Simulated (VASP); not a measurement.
# CsI (Pm-3m) in VASP: notebook

Runs on CsI. Level: PBE. Tasks: single point.

All numbers are computed with VASP 6.6.1; they aren't measurements. Logs are shortened: lines on timing, memory, paths and dates and some standing lists are left out, and cuts for length are marked.

### 1 The cell of the first run

It takes space group Pm-3m (No. 221, cubic). The conventional cell has a = 4.684 Å, b = 4.684 Å, c = 4.684 Å, α = 90.00°, β = 90.00°, γ = 90.00°. Cs (site symmetry m-3m) has 8 I at 4.06 Å and 6 Cs at 4.68 Å within 5.3 Å. Within 5.3 Å of I (site symmetry m-3m) lie 8 Cs at 4.06 Å and 6 I at 4.68 Å.

### 2 Single point, PBE (volume changed by +5%)

Contents of INCAR:

```
  PREC = Accurate
  ENCUT = 500
  EDIFF = 1E-6
  ISMEAR = 0
  SIGMA = 0.01
  LREAL = F
  LASPH = T
  NELM = 120
  ALGO = Normal
  ISIF = 2
  LWAVE = F
  LCHARG = F
  GGA = PE
  NBANDS = 15
  GGA_COMPAT = F
```

Contents of KPOINTS:

```
Automatic mesh
0
Gamma
  4 4 4
```

Contents of POSCAR:

```
CsI
1.0
    4.6837292190      0.0000000000      0.0000000000
    0.0000000000      4.6837292190      0.0000000000
    0.0000000000      0.0000000000      4.6837292190
Cs I
1 1
Direct
    0.0000000000      0.0000000000      0.0000000000
    0.5000000000      0.5000000000      0.5000000000
```

Potentials or basis: VASP PAW PBE potentials, release 64 (Cs_sv, I).

The run is started by

```bash
cat potpaw_PBE.64/Cs_sv/POTCAR potpaw_PBE.64/I/POTCAR > POTCAR
mpirun -np 1 vasp_std > vasp.out
```

OUTCAR:

```text
PREC = Accurate
   ENCUT = 500
   EDIFF = 1E-6
   ISMEAR = 0
   LREAL = F
   LASPH = T
   NELM = 120
   ISIF = 2
   GGA = PE

 ion  position               nearest neighbor table
   1  0.000  0.000  0.000-
   2  0.500  0.500  0.500-

  LATTYP: Found a simple cubic cell.
 ALAT       =     4.6837292190

  Lattice vectors:

 A1 = (   4.6837292190,   0.0000000000,   0.0000000000)
 A2 = (   0.0000000000,   4.6837292190,   0.0000000000)
 A3 = (   0.0000000000,   0.0000000000,   4.6837292190)

Analysis of symmetry for initial positions (statically):
=====================================================================
 Subroutine PRICEL returns:
 Original cell was already a primitive cell.

 Routine SETGRP: Setting up the symmetry group for a
 simple cubic supercell.

 Subroutine GETGRP returns: Found 48 space group operations
 (whereof 48 operations were pure point group operations)
 out of a pool of 48 trial point group operations.

The static configuration has the point symmetry O_h .

Analysis of symmetry for dynamics (positions and initial velocities):
=====================================================================
 Subroutine PRICEL returns:
 Original cell was already a primitive cell.

 Routine SETGRP: Setting up the symmetry group for a
 simple cubic supercell.

 Subroutine GETGRP returns: Found 48 space group operations
 (whereof 48 operations were pure point group operations)
 out of a pool of 48 trial point group operations.

The dynamic configuration has the point symmetry O_h .

 Subroutine INISYM returns: Found 48 space group operations
 (whereof 48 operations are pure point group operations),
 and found     1 'primitive' translations

----------------------------------------------------------------------------------------

                                     Primitive cell

  volume of cell :     102.7485

  direct lattice vectors                    reciprocal lattice vectors
     4.683729219  0.000000000  0.000000000     0.213505084  0.000000000  0.000000000
     0.000000000  4.683729219  0.000000000     0.000000000  0.213505084  0.000000000
     0.000000000  0.000000000  4.683729219     0.000000000  0.000000000  0.213505084

  length of vectors
     4.683729219  4.683729219  4.683729219     0.213505084  0.213505084  0.213505084

  position of ions in fractional coordinates (direct lattice)
     0.000000000  0.000000000  0.000000000
     0.500000000  0.500000000  0.500000000

  ion indices of the primitive-cell ions
   primitive index   ion index
                 1           1
                 2           2

----------------------------------------------------------------------------------------

 KPOINTS: Automatic mesh

Automatic generation of k-mesh.
 Grid dimensions read from file:
 generate k-points for:    4    4    4

 Generating k-lattice:

  Cartesian coordinates                     Fractional coordinates (reciprocal lattice)
     0.053376271  0.000000000  0.000000000     0.250000000  0.000000000  0.000000000
     0.000000000  0.053376271  0.000000000     0.000000000  0.250000000  0.000000000
     0.000000000  0.000000000  0.053376271     0.000000000  0.000000000  0.250000000

  Length of vectors
     0.053376271  0.053376271  0.053376271

  Shift w.r.t. Gamma in fractional coordinates (k-lattice)
     0.000000000  0.000000000  0.000000000

 Subroutine IBZKPT returns following result:
 ===========================================

 Found     10 irreducible k-points:

 Following reciprocal coordinates:
            Coordinates               Weight
  0.000000  0.000000  0.000000      1.000000
  0.250000  0.000000  0.000000      6.000000
  0.500000  0.000000  0.000000      3.000000
  0.250000  0.250000  0.000000     12.000000
  0.500000  0.250000  0.000000     12.000000
  0.500000  0.500000  0.000000      3.000000
  0.250000  0.250000  0.250000      8.000000
  0.500000  0.250000  0.250000     12.000000
  0.500000  0.500000  0.250000      6.000000
  0.500000  0.500000  0.500000      1.000000
   k-points           NKPTS =     10   k-points in BZ     NKDIM =     10   number of bands    NBANDS=     15
   number of dos      NEDOS =    301   number of ions     NIONS =      2
   total plane-waves  NPLWV =  46656
   dimension x,y,z NGX =    36 NGY =   36 NGZ =   36
   dimension x,y,z NGXF=    72 NGYF=   72 NGZF=   72
   ions per type =               1   1
   NGX,Y,Z   is equivalent  to a cutoff of  12.78, 12.78, 12.78 a.u.
   NGXF,Y,Z  is equivalent  to a cutoff of  25.56, 25.56, 25.56 a.u.
 SYSTEM =  unknown system
   PREC   = accura    normal or accurate (medium, high low for compatibility)
   ISTART =      0    job   : 0-new  1-cont  2-samecut
   ICHARG =      2    charge: 1-file 2-atom 10-const
   ISPIN  =      1    spin polarized calculation?
   LNONCOLLINEAR =      F non collinear calculations
   LSORBIT =      F    spin-orbit coupling
   LASPH  =      T    aspherical Exc in radial PAW
   ENCUT  =  500.0 eV  36.75 Ry    6.06 a.u.   8.54  8.54  8.54*2*pi/ulx,y,z
   NELM   =    120;   NELMIN=  2; NELMDL= -5     # of ELM steps
   EDIFF  = 0.1E-05   stopping-criterion for ELM
   LREAL  =      F    real-space projection
   EDIFFG = 0.1E-04   stopping-criterion for IOM
   NSW    =      0    number of steps for IOM
   IBRION =     -1    ionic relax: 0-MD 1-quasi-New 2-CG
   NFREE  =      0    steps in history (QN), initial steepest desc. (CG)
   ISIF   =      2    stress and relaxation
   ISYM   =      2    0-nonsym 1-usesym 2-fastsym
   POTIM  = 0.5000    time-step for ionic-motion
   TEBEG  =    0.0;   TEEND  =   0.0 temperature during run
   PSTRESS=    0.0 pullay stress
   NELECT =      16.0000    total number of electrons
   NUPDOWN=      -1.0000    fix difference up-down
   EMIN   =  10.00;   EMAX   =-10.00  energy-range for DOS
   EFERMI =   0.00;   METHOD = LEGACY
   ISMEAR =     0;   SIGMA  =   0.01  broadening in eV -4-tet -1-fermi 0-gaus
   EFERMI_NEDOS =   21; number of points for ismear=-14 and -15
   IALGO  =     38    algorithm
   IMIX   =      4    mixing-type and parameters
     AMIX     =   0.40;   BMIX     =  1.00
     AMIX_MAG =   1.60;   BMIX_MAG =  1.00
  volume/ion in A,a.u.               =      51.37       346.69
  Fermi-wavevector in a.u.,A,eV,Ry     =   0.880758  1.664390 10.554500  0.775734
  Thomas-Fermi vector in A             =   2.001161
   LORBIT       =      0    0 simple, 1 ext, 2 COOP (PROOUT), +10 PAW based schemes
   GGA     = PE    functional components
   LHFCALC =     F    Hartree Fock is set to
   AEXX    =    0.0000 exact exchange contribution
   IVDW    =     0    specifies the selected vdW correction
   LEPSILON=     F    determine dielectric tensor
   LRPA    =     F    only Hartree local field effects (RPA)
 non-spin polarized calculation
 Gauss-broadening in eV      SIGMA  =   0.01
  energy-cutoff  :      500.00
  volume of cell :      102.75
 maximum number of plane-waves:      2624
 NGX is ok and might be reduce to    36
   NGX = 17   NGY = 17   NGZ = 17

 number of electron      15.9999998 magnetization

 Free energy of the ion-electron system (eV)
  ---------------------------------------------------
  ext. energy  EPLUGINS =         0.00000000
  ---------------------------------------------------
  free energy    TOTEN  =        -5.44073334 eV

  energy without entropy =       -5.44073334  energy(sigma->0) =       -5.44073334

 E-fermi :   0.4748     XC(G=0):  -7.4477

 val. band max:        0.3857544158   @ k =   0.5000   0.5000   0.0000
 cond. band min:       4.0277550239   @ k =   0.0000   0.0000   0.0000
 fundamental gap:      3.6420006081
 Fermi energy:         0.4747900246

 k-point     1 :       0.0000    0.0000    0.0000
  band No.  band energies     occupation
      1     -20.1129      2.00000
      2     -10.1605      2.00000
      3      -6.8224      2.00000
      4      -6.8224      2.00000
      5      -6.8224      2.00000
      6       0.2885      2.00000
      7       0.2885      2.00000
      8       0.2885      2.00000
      9       4.0278      0.00000
     10       4.6661      0.00000
     11       4.6661      0.00000
     12       7.9765      0.00000
     13       7.9765      0.00000
     14       7.9765      0.00000
     15      10.3407      0.00000

 k-point     2 :       0.2500    0.0000    0.0000
  band No.  band energies     occupation
      1     -20.1043      2.00000
      2     -10.1597      2.00000
      3      -6.8905      2.00000
      4      -6.7993      2.00000
      5      -6.7993      2.00000
      6      -0.4539      2.00000
      7       0.2357      2.00000
      8       0.2357      2.00000
      9       5.0069      0.00000
     10       5.1026      0.00000
     11       5.7399      0.00000
     12       7.8743      0.00000
     13       7.8743      0.00000
     14       8.2196      0.00000
     15       8.5515      0.00000

 k-point     3 :       0.5000    0.0000    0.0000
  band No.  band energies     occupation
      1     -20.0956      2.00000
      2     -10.1609      2.00000
      3      -6.9485      2.00000
      4      -6.7760      2.00000
      5      -6.7760      2.00000
      6      -1.0003      2.00000
      7       0.1806      2.00000
      8       0.1806      2.00000
      9       5.5967      0.00000
     10       6.5586      0.00000
     11       6.7742      0.00000
     12       7.2367      0.00000
     13       8.0387      0.00000
     14       8.0387      0.00000
     15       8.5532      0.00000
[... 91 lines left out ...]
 k-point     9 :       0.5000    0.5000    0.2500
  band No.  band energies     occupation
      1     -20.0722      2.00000
      2      -9.9808      2.00000
      3      -7.0660      2.00000
      4      -7.0660      2.00000
      5      -6.8894      2.00000
      6      -0.5837      2.00000
      7      -0.5837      2.00000
      8      -0.2556      2.00000
      9       5.6410      0.00000
     10       6.5692      0.00000
     11       6.6977      0.00000
     12       6.6977      0.00000
     13       8.9480      0.00000
     14       8.9480      0.00000
     15       9.7219      0.00000

 k-point    10 :       0.5000    0.5000    0.5000
  band No.  band energies     occupation
      1     -20.0646      2.00000
      2      -9.9392      2.00000
      3      -7.0255      2.00000
      4      -7.0255      2.00000
      5      -7.0255      2.00000
      6      -0.7471      2.00000
      7      -0.7471      2.00000
      8      -0.7471      2.00000
      9       7.3243      0.00000
     10       7.3243      0.00000
     11       7.3243      0.00000
     12       7.9011      0.00000
     13       7.9011      0.00000
     14       7.9011      0.00000
     15       9.7878      0.00000

------------------------ aborting loop because EDIFF is reached ----------------------------------------

  FORCE on cell =-STRESS in cart. coord.  units (eV):
  Direction    XX          YY          ZZ          XY          YZ          ZX
  --------------------------------------------------------------------------------------
  -------------------------------------------------------------------------------------
  Total       -0.0459204     -0.0459204     -0.0459204      0.0000000      0.0000000      0.0000000
  in kB       -0.7160460     -0.7160460     -0.7160460      0.0000000      0.0000000      0.0000000
  external PRESSURE =      -0.7160460 kB  Pullay stress =       0.0000000 kB

 VOLUME and BASIS-vectors are now :
 -----------------------------------------------------------------------------
  energy-cutoff  :      500.00
  volume of cell :      102.75
      direct lattice vectors                 reciprocal lattice vectors
     4.683729219  0.000000000  0.000000000     0.213505084  0.000000000  0.000000000
     0.000000000  4.683729219  0.000000000     0.000000000  0.213505084  0.000000000
     0.000000000  0.000000000  4.683729219     0.000000000  0.000000000  0.213505084

 POSITION                                       TOTAL-FORCE (eV/Angst)
 -----------------------------------------------------------------------------------
      0.00000      0.00000      0.00000         0.000000      0.000000      0.000000
      2.34186      2.34186      2.34186         0.000000      0.000000      0.000000
 -----------------------------------------------------------------------------------
    total drift:                               -0.000000      0.000000      0.000000

  FREE ENERGIE OF THE ION-ELECTRON SYSTEM (eV)
  ---------------------------------------------------
  free  energy   TOTEN  =        -5.4407333449 eV

  energy  without entropy=       -5.4407333449  energy(sigma->0) =       -5.44073334
```

Wall time 19 s (1 thread of Intel Xeon Platinum 8259CL at 2.50GHz (Skylake/Cascade Lake), shared host); peak memory 0.21 GiB.

Results:

| Quantity | Value |
| --- | --- |
| Free energy | -5.4407 eV |
| Pressure | -0.1 GPa |
| Band gap on the k mesh | 3.64 eV, indirect (least direct gap 3.74 eV) |

Caveat: spin-orbit coupling is left out, which moves the levels of the heavy elements. A k mesh can miss the band edges.

### 3 Single point, PBE (volume changed by +10%)

Contents of INCAR:

```
SYSTEM = CsI
  PREC = Accurate
  ENCUT = 500
  EDIFF = 1E-6
  ISMEAR = 0
  SIGMA = 0.01
  LREAL = .FALSE.
  LASPH = .TRUE.
  NELM = 120
  ALGO = Normal
  ISIF = 2
  LWAVE = .FALSE.
  LCHARG = .TRUE.
  GGA = PE
  LELF = .TRUE.
  LVHAR = .TRUE.
  NBANDS = 15
  GGA_COMPAT = .FALSE.
```

Contents of KPOINTS:

```
regular mesh
0
G
  4 4 4
  0 0 0
```

Contents of POSCAR:

```
CsI
1.0
    4.7569243106      0.0000000000      0.0000000000
    0.0000000000      4.7569243106      0.0000000000
    0.0000000000      0.0000000000      4.7569243106
Cs I
1 1
Direct
    0.0000000000      0.0000000000      0.0000000000
    0.5000000000      0.5000000000      0.5000000000
```

Potentials or basis: VASP PAW PBE potentials, release 64 (Cs_sv, I).

The run is started by

```bash
cat potpaw_PBE.64/Cs_sv/POTCAR potpaw_PBE.64/I/POTCAR > POTCAR
mpirun -np 1 vasp_std > vasp.out
```

OUTCAR:

```text
SYSTEM = CsI
   PREC = Accurate
   ENCUT = 500
   EDIFF = 1E-6
   ISMEAR = 0
   LREAL = .FALSE.
   LASPH = .TRUE.
   NELM = 120
   ISIF = 2
   GGA = PE

 ion  position               nearest neighbor table
   1  0.000  0.000  0.000-
   2  0.500  0.500  0.500-

  LATTYP: Found a simple cubic cell.
 ALAT       =     4.7569243106

  Lattice vectors:

 A1 = (   4.7569243106,   0.0000000000,   0.0000000000)
 A2 = (   0.0000000000,   4.7569243106,   0.0000000000)
[... 348 lines left out ...]

------------------------ aborting loop because EDIFF is reached ----------------------------------------

  FORCE on cell =-STRESS in cart. coord.  units (eV):
  Direction    XX          YY          ZZ          XY          YZ          ZX
  --------------------------------------------------------------------------------------
  -------------------------------------------------------------------------------------
  Total       -0.3100001     -0.3100001     -0.3100001     -0.0000000      0.0000000      0.0000000
  in kB       -4.6141708     -4.6141708     -4.6141708     -0.0000000      0.0000000      0.0000000
  external PRESSURE =      -4.6141708 kB  Pullay stress =       0.0000000 kB

 VOLUME and BASIS-vectors are now :
 -----------------------------------------------------------------------------
  energy-cutoff  :      500.00
  volume of cell :      107.64
      direct lattice vectors                 reciprocal lattice vectors
     4.756924311  0.000000000  0.000000000     0.210219868  0.000000000  0.000000000
     0.000000000  4.756924311  0.000000000     0.000000000  0.210219868  0.000000000
     0.000000000  0.000000000  4.756924311     0.000000000  0.000000000  0.210219868

 POSITION                                       TOTAL-FORCE (eV/Angst)
 -----------------------------------------------------------------------------------
      0.00000      0.00000      0.00000         0.000000      0.000000      0.000000
      2.37846      2.37846      2.37846         0.000000      0.000000      0.000000
 -----------------------------------------------------------------------------------
    total drift:                               -0.000000      0.000000      0.000000

  FREE ENERGIE OF THE ION-ELECTRON SYSTEM (eV)
  ---------------------------------------------------
  free  energy   TOTEN  =        -5.4324910953 eV

  energy  without entropy=       -5.4324910953  energy(sigma->0) =       -5.43249110
```

OSZICAR:

```text
N       E                     dE             d eps       ncg     rms          rms(c)
DAV:   1     0.905945338775E+02    0.90595E+02   -0.59870E+03   300   0.849E+02
DAV:   2     0.253983734506E+01   -0.88055E+02   -0.80569E+02   455   0.138E+02
DAV:   3    -0.548670780201E+01   -0.80265E+01   -0.79895E+01   405   0.461E+01
DAV:   4    -0.560195620607E+01   -0.11525E+00   -0.11524E+00   335   0.685E+00
DAV:   5    -0.560349305482E+01   -0.15368E-02   -0.15368E-02   398   0.829E-01    0.155E+00
DAV:   6    -0.545948101150E+01    0.14401E+00   -0.11492E-01   370   0.156E+00    0.107E+00
DAV:   7    -0.542800534701E+01    0.31476E-01   -0.11302E-01   377   0.153E+00    0.640E-01
DAV:   8    -0.543275536543E+01   -0.47500E-02   -0.15838E-02   314   0.666E-01    0.161E-01
DAV:   9    -0.543236190948E+01    0.39346E-03   -0.68645E-04   405   0.127E-01    0.689E-02
DAV:  10    -0.543249494736E+01   -0.13304E-03   -0.37677E-04   314   0.105E-01    0.377E-02
DAV:  11    -0.543248983334E+01    0.51140E-05   -0.81927E-06   384   0.155E-02    0.205E-02
DAV:  12    -0.543249098245E+01   -0.11491E-05   -0.18098E-06   274   0.848E-03    0.918E-03
DAV:  13    -0.543249109525E+01   -0.11281E-06   -0.26266E-06   356   0.949E-03
   1 F= -.54324911E+01 E0= -.54324911E+01  d E =-.295315E-27
```

stdout:

```text
POSCAR found type information on POSCAR CsI
 POSCAR found :  2 types and       2 ions
 scaLAPACK will be used
 LDA part: xc-table for (Slater+PW92), standard interpolation
 POSCAR, INCAR and KPOINTS ok, starting setup
 FFT: planning ... GRIDC
 FFT: planning ... GRID_SOFT
 FFT: planning ... GRID
 WAVECAR not read
 entering main loop
```

Run time: 22 s. Hardware: 1 thread of Intel Xeon Platinum 8259CL at 2.50GHz (Skylake/Cascade Lake), shared host; peak memory 0.2 GiB.

What came out:

- Free energy: -5.4325 eV
- Pressure: -0.5 GPa
- Band gap on the k mesh: 3.52 eV, indirect (least direct gap 3.61 eV)

Levels at points of the mesh, in eV from the valence-band top:
```tsv
k point	band 6	band 7	band 8	band 9	band 10	band 11
(0.00, 0.00, 0.00)	-0.10	-0.10	-0.10	3.52	4.33	4.33
(0.50, 0.00, 0.00)	-1.29	-0.18	-0.18	5.21	5.99	6.19
(0.50, 0.50, 0.00)	-0.76	-0.76	0.00	4.24	4.86	6.04
(0.50, 0.50, 0.50)	-1.04	-1.04	-1.04	6.80	6.80	6.80
```

Caveat: spin-orbit coupling is left out, which moves the levels of the heavy elements.
